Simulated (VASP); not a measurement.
# PtSe2 (C2/m) in VASP: a series of runs

Runs on PtSe2. Level: PBE. Tasks: single point.

Everything below comes from runs of VASP 6.6.1. Logs are shortened: lines on timing, memory, paths and dates and some standing lists are left out, and cuts for length are marked.

## (1) The cell of the first run

Symmetry: C2/m, No. 12, monoclinic system. The conventional cell has a = 6.498 Å, b = 3.864 Å, c = 6.527 Å, α = 90.00°, β = 90.00°, γ = 90.00°. Within 3.3 Å of Pt (site symmetry 2/m) lie 6 Se at 2.53 to 2.57 Å. Within 3.5 Å of Se (site symmetry m) lie 3 Pt at 2.53 to 2.57 Å and 3 Se at 3.39 to 3.43 Å.

## (2) Single point, PBE (strain +0.0300 x Voigt [1, 0, 0, 0, 0, 0])

INCAR reads:

```
SYSTEM = PtSe2
ALGO     = Normal         ! electronic algorithm
EDIFF    = 1E-7           ! SCF threshold, eV
ENCUT    = 520            ! plane-wave cutoff, eV
GGA      = PE             ! functional
ISIF     = 2              ! what is computed and relaxed
ISMEAR   = 0              ! smearing method
LASPH    = .TRUE.         ! aspherical terms in the spheres
LCHARG   = .TRUE.         ! write CHGCAR
LELF     = .TRUE.         ! ELF
LREAL    = .FALSE.        ! projectors in reciprocal space
LVHAR    = .TRUE.       
LWAVE    = .FALSE.        ! write WAVECAR
NBANDS   = 18             ! bands
NELM     = 100            ! most SCF steps
PREC     = Accurate       ! precision mode
SIGMA    = 0.05           ! smearing width, eV
```

KPOINTS reads:

```
k-points
0
G
  12 12 4
  0 0 0
```

POSCAR reads:

```
PtSe2
1.0
    3.8642118947      0.0000000000      0.0000000000
   -1.9321059474      3.2490346276      0.0000000000
    0.0000000000      0.0000000000      6.5268785481
Pt Se
1 2
Direct
    0.0000000000      0.0000000000      0.0000000000
    0.3333333333      0.6666666667      0.2001869949
    0.6666666667      0.3333333333      0.7998130051
```

Potentials or basis: VASP PAW PBE potentials, release 64 (Pt, Se).

Run with:

```
$ cat potpaw_PBE.64/Pt/POTCAR potpaw_PBE.64/Se/POTCAR > POTCAR
$ mpirun -np 1 vasp_std > vasp.out
```

OUTCAR:

```text
SYSTEM = PtSe2
   EDIFF = 1E-7
   ENCUT = 520
   GGA = PE
   ISIF = 2
   ISMEAR = 0
   LASPH = .TRUE.
   LREAL = .FALSE.
   NELM = 100
   PREC = Accurate

 ion  position               nearest neighbor table
   1  0.000  0.000  0.000-   2 2.53   3 2.53   3 2.57   2 2.57   3 2.57   2 2.57
   2  0.333  0.667  0.200-   1 2.53   1 2.57   1 2.57
   3  0.667  0.333  0.800-   1 2.53   1 2.57   1 2.57

  Warning from LATTYP: Monoclinic adjustment (A1->A3, A2->A1, A3->A2)!
  LATTYP: Found a base centered orthorhombic cell.
 ALAT       =     3.8642118947
 B/A-ratio  =     1.6816027258
 C/A-ratio  =     1.6890581381

  Lattice vectors:

 A1 = (   1.9321059474,  -3.2490346276,   0.0000000000)
 A2 = (   1.9321059473,   3.2490346276,   0.0000000000)
 A3 = (   0.0000000000,   0.0000000000,   6.5268785481)

Analysis of symmetry for initial positions (statically):
=====================================================================
 Subroutine PRICEL returns:
 Original cell was already a primitive cell.

 Routine SETGRP: Setting up the symmetry group for a
 base centered orthorhombic supercell.

 Subroutine GETGRP returns: Found  4 space group operations
 (whereof  4 operations were pure point group operations)
 out of a pool of  8 trial point group operations.

The static configuration has the point symmetry C_2h.

Analysis of symmetry for dynamics (positions and initial velocities):
=====================================================================
 Subroutine PRICEL returns:
 Original cell was already a primitive cell.

 Routine SETGRP: Setting up the symmetry group for a
 base centered orthorhombic supercell.

 Subroutine GETGRP returns: Found  4 space group operations
 (whereof  4 operations were pure point group operations)
 out of a pool of  8 trial point group operations.

The dynamic configuration has the point symmetry C_2h.

 Subroutine INISYM returns: Found  4 space group operations
 (whereof  4 operations are pure point group operations),
 and found     1 'primitive' translations

----------------------------------------------------------------------------------------

                                     Primitive cell

  volume of cell :      81.9447

[... 86 lines left out ...]
   LSORBIT =      F    spin-orbit coupling
   LASPH  =      T    aspherical Exc in radial PAW
   ENCUT  =  520.0 eV  38.22 Ry    6.18 a.u.   7.18  7.03 12.14*2*pi/ulx,y,z
   NELM   =    100;   NELMIN=  2; NELMDL= -5     # of ELM steps
   EDIFF  = 0.1E-06   stopping-criterion for ELM
   LREAL  =      F    real-space projection
   EDIFFG = 0.1E-05   stopping-criterion for IOM
   NSW    =      0    number of steps for IOM
   IBRION =     -1    ionic relax: 0-MD 1-quasi-New 2-CG
   NFREE  =      0    steps in history (QN), initial steepest desc. (CG)
   ISIF   =      2    stress and relaxation
   ISYM   =      2    0-nonsym 1-usesym 2-fastsym
   POTIM  = 0.5000    time-step for ionic-motion
   TEBEG  =    0.0;   TEEND  =   0.0 temperature during run
   PSTRESS=    0.0 pullay stress
   NELECT =      22.0000    total number of electrons
   NUPDOWN=      -1.0000    fix difference up-down
   EMIN   =  10.00;   EMAX   =-10.00  energy-range for DOS
   EFERMI =   0.00;   METHOD = LEGACY
   ISMEAR =     0;   SIGMA  =   0.05  broadening in eV -4-tet -1-fermi 0-gaus
   EFERMI_NEDOS =   21; number of points for ismear=-14 and -15
   IALGO  =     38    algorithm
   IMIX   =      4    mixing-type and parameters
     AMIX     =   0.40;   BMIX     =  1.00
     AMIX_MAG =   1.60;   BMIX_MAG =  1.00
  volume/ion in A,a.u.               =      27.31       184.33
  Fermi-wavevector in a.u.,A,eV,Ry     =   1.056109  1.995757 15.175482  1.115366
  Thomas-Fermi vector in A             =   2.191333
   LORBIT       =      0    0 simple, 1 ext, 2 COOP (PROOUT), +10 PAW based schemes
   GGA     = PE    functional components
   LHFCALC =     F    Hartree Fock is set to
   AEXX    =    0.0000 exact exchange contribution
   IVDW    =     0    specifies the selected vdW correction
   LEPSILON=     F    determine dielectric tensor
   LRPA    =     F    only Hartree local field effects (RPA)
 non-spin polarized calculation
 Gauss-broadening in eV      SIGMA  =   0.05
  energy-cutoff  :      520.00
  volume of cell :       81.94
 maximum number of plane-waves:      2236
 NGX is ok and might be reduce to    30
   NGX = 15   NGY = 15   NGZ = 25

 number of electron      21.9999999 magnetization

 Free energy of the ion-electron system (eV)
  ---------------------------------------------------
  ext. energy  EPLUGINS =         0.00000000
  ---------------------------------------------------
  free energy    TOTEN  =       -14.26620367 eV

  energy without entropy =      -14.26620367  energy(sigma->0) =      -14.26620367

 E-fermi :   3.0606     XC(G=0):  -8.8409

 val. band max:        2.7913826536   @ k =   0.0000   0.1667   0.0000
 cond. band min:       3.5324633223   @ k =  -0.2500  -0.0000   0.2500
 fundamental gap:      0.7410806688
 Fermi energy:         3.0606046842

 k-point     1 :       0.0000    0.0000    0.0000
  band No.  band energies     occupation
      1     -11.2480      2.00000
      2      -9.5118      2.00000
      3      -2.4416      2.00000
      4      -2.3673      2.00000
      5      -2.3483      2.00000
      6      -0.2119      2.00000
[... 481 lines left out ...]
      5      -1.2799      2.00000
      6      -0.8379      2.00000
[... 10 lines left out ...]
     17      11.8173      0.00000
     18      12.1635      0.00000

 [... further k-points ...]

------------------------ aborting loop because EDIFF is reached ----------------------------------------

  FORCE on cell =-STRESS in cart. coord.  units (eV):
  Direction    XX          YY          ZZ          XY          YZ          ZX
  --------------------------------------------------------------------------------------
  -------------------------------------------------------------------------------------
  Total       -2.4465334     -0.9001612     -0.8530556      0.0000000      0.3659793     -0.0000000
  in kB      -47.8344656    -17.5998949    -16.6788882      0.0000000      7.1556032     -0.0000000
  external PRESSURE =     -27.3710829 kB  Pullay stress =       0.0000000 kB

 VOLUME and BASIS-vectors are now :
 -----------------------------------------------------------------------------
  energy-cutoff  :      520.00
  volume of cell :       81.94
      direct lattice vectors                 reciprocal lattice vectors
     3.864211895  0.000000000  0.000000000     0.258784981  0.153891866  0.000000000
    -1.932105947  3.249034628  0.000000000     0.000000000  0.307783731  0.000000000
     0.000000000  0.000000000  6.526878548     0.000000000  0.000000000  0.153212595

 POSITION                                       TOTAL-FORCE (eV/Angst)
 -----------------------------------------------------------------------------------
      0.00000      0.00000      0.00000        -0.000000      0.000000      0.000000
     -0.00000      2.16602      1.30660        -0.000000      0.137818     -0.310981
      1.93211      1.08301      5.22028         0.000000     -0.137818      0.310981
 -----------------------------------------------------------------------------------
    total drift:                               -0.000000      0.000000      0.000000

  FREE ENERGIE OF THE ION-ELECTRON SYSTEM (eV)
  ---------------------------------------------------
  free  energy   TOTEN  =       -14.2662036660 eV

  energy  without entropy=      -14.2662036660  energy(sigma->0) =      -14.26620367
```

Run time: 5.9 min. Hardware: 1 thread of Intel Xeon 8259CL, shared host; peak memory 0.38 GiB.

Results:

| Quantity | Value |
| --- | --- |
| Free energy | -14.2662 eV |
| Pressure | -2.7 GPa |
| Largest force | 0.340 eV/Å |
| Band gap on the k mesh | 0.74 eV (least direct gap 0.91 eV) |

Forces in eV/Å, atoms in the order of the input:
```
Pt   0.000  0.000  0.000
Se   0.000  0.138 -0.311
Se   0.000 -0.138  0.311
```

Caveat: the cell differs from its parent crystal (strain +0.0300 x Voigt [1, 0, 0, 0, 0, 0]); spin-orbit coupling is left out, which moves the levels of the heavy elements; this functional lacks dispersion, which binds layers or chains, so the pressure and a relaxed spacing across them are unreliable. A k mesh can miss the band edges.

## (3) Single point, PBE (strain +0.0450 x Voigt [1, 0, 0, 0, 0, 0])

INCAR reads:

```
SYSTEM = PtSe2
PREC = Accurate
ENCUT = 520
EDIFF = 1E-7
ISMEAR = 0
SIGMA = 0.05
LREAL = .False.
LASPH = .True.
NELM = 100
ALGO = Normal
ISIF = 2
LWAVE = .False.
LCHARG = .False.
GGA = PE
NBANDS = 18
```

KPOINTS reads:

```
Automatic mesh
0
Gamma
  12 12 4
  0 0 0
```

POSCAR reads:

```
PtSe2
1.0
    3.9204868252      0.0000000000      0.0000000000
   -1.9602434126      3.2490346276      0.0000000000
    0.0000000000      0.0000000000      6.5268785481
Pt Se
1 2
Direct
    0.0000000000      0.0000000000      0.0000000000
    0.3333333333      0.6666666667      0.2001869949
    0.6666666667      0.3333333333      0.7998130051
```

Potentials or basis: VASP PAW PBE potentials, release 64 (Pt, Se).

Run with:

```
$ cat potpaw_PBE.64/Pt/POTCAR potpaw_PBE.64/Se/POTCAR > POTCAR
$ mpirun -np 1 vasp_std > vasp.out
```

OUTCAR:

```text
SYSTEM = PtSe2
   PREC = Accurate
   ENCUT = 520
   EDIFF = 1E-7
   ISMEAR = 0
   LREAL = .False.
   LASPH = .True.
   NELM = 100
   ISIF = 2
   GGA = PE

 ion  position               nearest neighbor table
   1  0.000  0.000  0.000-   2 2.53   3 2.53   3 2.59   2 2.59   3 2.59   2 2.59
   2  0.333  0.667  0.200-   1 2.53   1 2.59   1 2.59
   3  0.667  0.333  0.800-   1 2.53   1 2.59   1 2.59

  Warning from LATTYP: Monoclinic adjustment (A1->A3, A2->A1, A3->A2)!
  LATTYP: Found a base centered orthorhombic cell.
 ALAT       =     3.9204868252
 B/A-ratio  =     1.6574648876
 C/A-ratio  =     1.6648132844

  Lattice vectors:

 A1 = (   1.9602434126,  -3.2490346276,   0.0000000000)
 A2 = (   1.9602434126,   3.2490346276,   0.0000000000)
 A3 = (   0.0000000000,   0.0000000000,   6.5268785481)

Analysis of symmetry for initial positions (statically):
=====================================================================
 Subroutine PRICEL returns:
 Original cell was already a primitive cell.

 Routine SETGRP: Setting up the symmetry group for a
 base centered orthorhombic supercell.

[... 167 lines left out ...]
  energy without entropy =      -14.22311494  energy(sigma->0) =      -14.22311494

 E-fermi :   2.9268     XC(G=0):  -8.7815

 val. band max:        2.6904765952   @ k =   0.0000   0.1667   0.0000
 cond. band min:       3.3563426692   @ k =  -0.2500  -0.0000   0.2500
 fundamental gap:      0.6658660739
 Fermi energy:         2.9267664355

 k-point     1 :       0.0000    0.0000    0.0000
  band No.  band energies     occupation
      1     -11.2885      2.00000
      2      -9.5982      2.00000
      3      -2.4779      2.00000
      4      -2.4188      2.00000
      5      -2.3969      2.00000
      6      -0.3032      2.00000
[... 481 lines left out ...]
      5      -1.3371      2.00000
      6      -0.9156      2.00000
[... 10 lines left out ...]
     17      11.6180      0.00000
     18      12.0066      0.00000

 [... further k-points ...]

------------------------ aborting loop because EDIFF is reached ----------------------------------------

  FORCE on cell =-STRESS in cart. coord.  units (eV):
  Direction    XX          YY          ZZ          XY          YZ          ZX
  --------------------------------------------------------------------------------------
  -------------------------------------------------------------------------------------
  Total       -3.5275615     -1.2873151     -1.2075367      0.0000000      0.4960393      0.0000000
  in kB      -67.9806489    -24.8082177    -23.2707864      0.0000000      9.5593149      0.0000000
  external PRESSURE =     -38.6865510 kB  Pullay stress =       0.0000000 kB

 VOLUME and BASIS-vectors are now :
 -----------------------------------------------------------------------------
  energy-cutoff  :      520.00
  volume of cell :       83.14
      direct lattice vectors                 reciprocal lattice vectors
     3.920486825  0.000000000  0.000000000     0.255070364  0.153891866  0.000000000
    -1.960243413  3.249034628  0.000000000     0.000000000  0.307783731  0.000000000
     0.000000000  0.000000000  6.526878548     0.000000000  0.000000000  0.153212595

 POSITION                                       TOTAL-FORCE (eV/Angst)
 -----------------------------------------------------------------------------------
      0.00000      0.00000      0.00000        -0.000000      0.000000      0.000000
     -0.00000      2.16602      1.30660         0.000000      0.186828     -0.441279
      1.96024      1.08301      5.22028         0.000000     -0.186828      0.441279
 -----------------------------------------------------------------------------------
    total drift:                               -0.000000      0.000000      0.000000

  FREE ENERGIE OF THE ION-ELECTRON SYSTEM (eV)
  ---------------------------------------------------
  free  energy   TOTEN  =       -14.2231149432 eV

  energy  without entropy=      -14.2231149432  energy(sigma->0) =      -14.22311494
```

stdout:

```text
POSCAR found type information on POSCAR PtSe
 POSCAR found :  2 types and       3 ions
 scaLAPACK will be used
 LDA part: xc-table for (Slater+PW92), standard interpolation
 POSCAR, INCAR and KPOINTS ok, starting setup
 FFT: planning ... GRIDC
 FFT: planning ... GRID_SOFT
 FFT: planning ... GRID
 WAVECAR not read
 entering main loop
```

It took 5 min on 1 thread of Intel Xeon 8259CL, shared host; peak memory 0.38 GiB.

What came out:

```
Free energy            : -14.2231 eV
Pressure               : -3.9 GPa
Largest force          : 0.479 eV/Å
Band gap on the k mesh : 0.67 eV (least direct gap 0.85 eV)
```

Forces on the atoms (eV/Å):
```
Pt   0.000  0.000  0.000
Se   0.000  0.187 -0.441
Se   0.000 -0.187  0.441
```

Stress tensor (GPa, compression positive):
```
-6.80  0.00  0.00
 0.00 -2.48  0.96
 0.00  0.96 -2.33
```

Caveat: the cell differs from its parent crystal (strain +0.0450 x Voigt [1, 0, 0, 0, 0, 0]); the cell stands under tension; spin-orbit coupling is left out, which moves the levels of the heavy elements; this functional lacks dispersion, which binds layers or chains, so the pressure and a relaxed spacing across them are unreliable. A k mesh can miss the band edges.
